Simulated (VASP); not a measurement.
Wanted: the native input for a VASP 6.6.1 run.

* Task: relaxation of cell and atoms
* Functional: PBE
* Potentials or basis: VASP PAW PBE potentials, release 64 (Cd, S)
* Cutoff: 600 eV
* k mesh: 8 × 8 × 8
* Occupations: gaussian, width 0.02 eV
* Spin: no spin polarisation
* Dipole correction: no
* Further INCAR settings: ALGO = Normal; EDIFF = 1e-06; IBRION = 2; EDIFFG = -0.005; NSW = 100; ISIF = 3

The structure of CdS lies in POSCAR:

```
CdS
1.0
    0.0000000000      2.9165000000      2.9165000000
    2.9165000000      0.0000000000      2.9165000000
    2.9165000000      2.9165000000      0.0000000000
Cd S
1 1
Direct
    0.0000000000      0.0000000000      0.0000000000
    0.2500000000      0.2500000000      0.2500000000
```

One way to write it, as run:

INCAR

```
SYSTEM = CdS
PREC = Accurate ; ENCUT = 600
EDIFF = 1E-6 ; ISMEAR = 0
SIGMA = 0.02 ; LREAL = .False.
LASPH = .True. ; NELM = 80
ALGO = Normal ; ISIF = 3
LWAVE = .False. ; LCHARG = .False.
GGA = PE ; IBRION = 2
NSW = 100 ; EDIFFG = -0.005
```

KPOINTS

```
Automatic mesh
0
Gamma
  8 8 8
  0 0 0
```

Potentials or basis: VASP PAW PBE potentials, release 64 (Cd, S).

The run is started by

```bash
$ cat potpaw_PBE.64/Cd/POTCAR potpaw_PBE.64/S/POTCAR > POTCAR
$ mpirun -np 1 vasp_std > vasp.out
```

Results of the run:

```json
{"Relaxed volume": "26.14 Å³/atom", "Relaxed cell": "a = 4.197 Å, b = 4.197 Å, c = 4.197 Å, α = 60.00°, β = 60.00°, γ = 60.00°", "Space group after relaxing (to 0.05 Å)": "F-43m (No. 216)", "Energy gained by relaxing": "12.6 meV/atom", "Ionic steps": "5", "Pressure after relaxing": "0.0 GPa", "Band gap on the k mesh": "1.03 eV, direct"}
```

Run time: 58 s on 1 thread of Intel(R) Xeon(R) Platinum 8375C CPU @ 2.90GHz (Ice Lake), with other jobs on the host, peak memory 0.22 GiB.
